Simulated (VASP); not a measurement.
# Bi (P6_3/mmc) in VASP: a series of runs

Bi is run at these levels: PBEsol; tasks: single point, relaxation of cell and atoms.

All numbers are computed with VASP 6.6.1; they aren't measurements. Logs are shortened: lines on timing, memory, paths and dates and some standing lists are left out, and cuts for length are marked.

**1. The cell of the first run**

Symmetry: P6_3/mmc, No. 194, hexagonal system. The conventional cell has a = 3.485 Å, b = 3.485 Å, c = 5.715 Å, α = 90.00°, β = 90.00°, γ = 120.00°. Within 4.6 Å of Bi (site symmetry -6m2) lie 12 Bi at 3.49 to 3.50 Å.

This isn't the form of Bi at room conditions, which is rhombohedral.

**2. Single point, PBEsol**

File INCAR:

```
SYSTEM = Bi
  PREC = Accurate
  ENCUT = 520
  EDIFF = 1E-6
  ISMEAR = -1
  SIGMA = 0.1
  LREAL = .FALSE.
  LASPH = .TRUE.
  NELM = 60
  ALGO = Normal
  ISIF = 2
  LWAVE = .FALSE.
  LCHARG = .FALSE.
  GGA = PS
  NBANDS = 22
```

File KPOINTS:

```
Automatic mesh
0
G
  10 10 6
  0 0 0
```

File POSCAR:

```
Bi
1.0
    3.4853604170      0.0000000000      0.0000000000
   -1.7426802085      3.0184106625      0.0000000000
    0.0000000000      0.0000000000      5.7153598416
Bi
2
Direct
    0.3333333333      0.6666666667      0.2500000000
    0.6666666667      0.3333333333      0.7500000000
```

Potentials or basis: VASP PAW PBE potentials, release 64 (Bi_d).

Run with:

```sh
$ cat potpaw_PBE.64/Bi_d/POTCAR > POTCAR
$ mpirun -np 1 vasp_std > vasp.out
```

OUTCAR:

```text
SYSTEM = Bi
   PREC = Accurate
   ENCUT = 520
   EDIFF = 1E-6
   ISMEAR = -1
   LREAL = .FALSE.
   LASPH = .TRUE.
   NELM = 60
   ISIF = 2
   GGA = PS

 ion  position               nearest neighbor table
   1  0.333  0.667  0.250-   2 3.50   2 3.50   2 3.50   2 3.50   2 3.50   2 3.50
   2  0.667  0.333  0.750-   1 3.50   1 3.50   1 3.50   1 3.50   1 3.50   1 3.50

  LATTYP: Found a hexagonal cell.
 ALAT       =     3.4853604170
 C/A-ratio  =     1.6398188875

  Lattice vectors:

 A1 = (   3.4853604170,   0.0000000000,   0.0000000000)
 A2 = (  -1.7426802085,   3.0184106625,   0.0000000000)
 A3 = (   0.0000000000,   0.0000000000,   5.7153598416)

Analysis of symmetry for initial positions (statically):
=====================================================================
 Subroutine PRICEL returns:
 Original cell was already a primitive cell.

 Routine SETGRP: Setting up the symmetry group for a
 hexagonal supercell.

 Subroutine GETGRP returns: Found 24 space group operations
 (whereof 12 operations were pure point group operations)
 out of a pool of 24 trial point group operations.

The static configuration has the point symmetry D_3d.
 The point group associated with its full space group is D_6h.

Analysis of symmetry for dynamics (positions and initial velocities):
=====================================================================
 Subroutine PRICEL returns:
 Original cell was already a primitive cell.

 Routine SETGRP: Setting up the symmetry group for a
 hexagonal supercell.

 Subroutine GETGRP returns: Found 24 space group operations
 (whereof 12 operations were pure point group operations)
 out of a pool of 24 trial point group operations.

The dynamic configuration has the point symmetry D_3d.
 The point group associated with its full space group is D_6h.

 Subroutine INISYM returns: Found 24 space group operations
 (whereof 12 operations are pure point group operations),
 and found     1 'primitive' translations

----------------------------------------------------------------------------------------

                                     Primitive cell

  volume of cell :      60.1270

  direct lattice vectors                    reciprocal lattice vectors
     3.485360417  0.000000000  0.000000000     0.286914373  0.165650091  0.000000000
    -1.742680208  3.018410663  0.000000000     0.000000000  0.331300181  0.000000000
     0.000000000  0.000000000  5.715359842     0.000000000  0.000000000  0.174967111

  length of vectors
[... 80 lines left out ...]
   ENCUT  =  520.0 eV  38.22 Ry    6.18 a.u.   6.48  6.48 10.63*2*pi/ulx,y,z
   NELM   =     60;   NELMIN=  2; NELMDL= -5     # of ELM steps
   EDIFF  = 0.1E-05   stopping-criterion for ELM
   LREAL  =      F    real-space projection
   EDIFFG = 0.1E-04   stopping-criterion for IOM
   NSW    =      0    number of steps for IOM
   IBRION =     -1    ionic relax: 0-MD 1-quasi-New 2-CG
   NFREE  =      0    steps in history (QN), initial steepest desc. (CG)
   ISIF   =      2    stress and relaxation
   ISYM   =      2    0-nonsym 1-usesym 2-fastsym
   POTIM  = 0.5000    time-step for ionic-motion
   TEBEG  =    0.0;   TEEND  =   0.0 temperature during run
   PSTRESS=    0.0 pullay stress
   NELECT =      30.0000    total number of electrons
   NUPDOWN=      -1.0000    fix difference up-down
   EMIN   =  10.00;   EMAX   =-10.00  energy-range for DOS
   EFERMI =   0.00;   METHOD = LEGACY
   ISMEAR =    -1;   SIGMA  =   0.10  broadening in eV -4-tet -1-fermi 0-gaus
   EFERMI_NEDOS =   21; number of points for ismear=-14 and -15
   IALGO  =     38    algorithm
   IMIX   =      4    mixing-type and parameters
     AMIX     =   0.40;   BMIX     =  1.00
     AMIX_MAG =   1.60;   BMIX_MAG =  1.00
  volume/ion in A,a.u.               =      30.06       202.88
  Fermi-wavevector in a.u.,A,eV,Ry     =   1.298450  2.453716 22.939063  1.685974
  Thomas-Fermi vector in A             =   2.429778
   LORBIT       =      0    0 simple, 1 ext, 2 COOP (PROOUT), +10 PAW based schemes
   GGA     = PS    functional components
   LHFCALC =     F    Hartree Fock is set to
   AEXX    =    0.0000 exact exchange contribution
   IVDW    =     0    specifies the selected vdW correction
   LEPSILON=     F    determine dielectric tensor
   LRPA    =     F    only Hartree local field effects (RPA)
 non-spin polarized calculation
  energy-cutoff  :      520.00
  volume of cell :       60.13
 maximum number of plane-waves:      1653
 NGX is ok and might be reduce to    28
   NGX = 13   NGY = 13   NGZ = 21

 number of electron      30.0000000 magnetization

 Free energy of the ion-electron system (eV)
  ---------------------------------------------------
  ext. energy  EPLUGINS =         0.00000000
  ---------------------------------------------------
  free energy    TOTEN  =        -8.45307420 eV

  energy without entropy =       -8.41971921  energy(sigma->0) =       -8.43639671

 E-fermi :   8.2675     XC(G=0): -10.6061

 val. band max:        8.2661214742   @ k =   0.4000   0.2000   0.1667
 cond. band min:       8.3284129299   @ k =   0.3000   0.3000   0.0000
 fundamental gap:      0.0622914558
 Fermi energy:         8.2675403949

 k-point     1 :       0.0000    0.0000    0.0000
  band No.  band energies     occupation
      1     -14.7715      2.00000
      2     -14.7637      2.00000
      3     -14.7487      2.00000
      4     -14.7487      2.00000
      5     -14.7388      2.00000
      6     -14.7388      2.00000
[... 589 lines left out ...]
     21      17.4249      0.00000
     22      17.9923      0.00000

 [... further k-points ...]

------------------------ aborting loop because EDIFF is reached ----------------------------------------

  FORCE on cell =-STRESS in cart. coord.  units (eV):
  Direction    XX          YY          ZZ          XY          YZ          ZX
  --------------------------------------------------------------------------------------
  -------------------------------------------------------------------------------------
  Total       -0.0311891     -0.0311891     -0.0259373      0.0000000      0.0000000      0.0000000
  in kB       -0.8310819     -0.8310819     -0.6911384      0.0000000      0.0000000      0.0000000
  external PRESSURE =      -0.7844340 kB  Pullay stress =       0.0000000 kB

 VOLUME and BASIS-vectors are now :
 -----------------------------------------------------------------------------
  energy-cutoff  :      520.00
  volume of cell :       60.13
      direct lattice vectors                 reciprocal lattice vectors
     3.485360417  0.000000000  0.000000000     0.286914373  0.165650091  0.000000000
    -1.742680208  3.018410663  0.000000000     0.000000000  0.331300181  0.000000000
     0.000000000  0.000000000  5.715359842     0.000000000  0.000000000  0.174967111

 POSITION                                       TOTAL-FORCE (eV/Angst)
 -----------------------------------------------------------------------------------
     -0.00000      2.01227      1.42884         0.000000      0.000000      0.000000
      1.74268      1.00614      4.28652        -0.000000     -0.000000      0.000000
 -----------------------------------------------------------------------------------
    total drift:                               -0.000000      0.000000      0.000000

  FREE ENERGIE OF THE ION-ELECTRON SYSTEM (eV)
  ---------------------------------------------------
  free  energy   TOTEN  =        -8.4530742035 eV

  energy  without entropy=       -8.4197192100  energy(sigma->0) =       -8.43639671
```

stdout:

```text
POSCAR found type information on POSCAR Bi
 POSCAR found :  1 types and       2 ions
 scaLAPACK will be used
 -----------------------------------------------------------------------------
|                                                                             |
|                                                                             |
|     You enforced a specific xc type in the INCAR file but a different       |
|     I HOPE YOU KNOW WHAT YOU ARE DOING!                                     |
|                                                                             |
 -----------------------------------------------------------------------------

 LDA part: xc-table for (Slater+PW92), standard interpolation
 POSCAR, INCAR and KPOINTS ok, starting setup
 FFT: planning ... GRIDC
 FFT: planning ... GRID_SOFT
 FFT: planning ... GRID
 WAVECAR not read
 entering main loop
```

Wall time 31 s (1 thread of Intel Xeon 6975P-C (Granite Rapids), shared host); peak memory 0.21 GiB.

What came out:

- Free energy: -8.4531 eV
- Pressure: -0.1 GPa
- Band gap on the k mesh: zero (bands 15 and 16 overlap by 6.90 eV)

Levels at points of the mesh, in eV from the Fermi level:
| k point | band 13 | band 14 | band 15 | band 16 | band 17 | band 18 |
| --- | --- | --- | --- | --- | --- | --- |
| (0.00, 0.00, 0.00) | -5.52 | 3.53 | 3.53 | 5.15 | 5.15 | 5.20 |
| (0.50, 0.00, 0.00) | -4.59 | -3.13 | -2.06 | 0.17 | 0.38 | 3.51 |
| (0.00, 0.00, 0.50) | -1.15 | -1.15 | 4.30 | 4.30 | 4.30 | 4.30 |
| (0.50, 0.00, 0.50) | -5.05 | -5.05 | 1.56 | 1.56 | 1.61 | 1.61 |

Caveat: the PAW data sets were made with another functional, which shifts forces and pressure a little; spin-orbit coupling is left out, which moves the levels of the heavy elements.

[end of part 1 of 3]
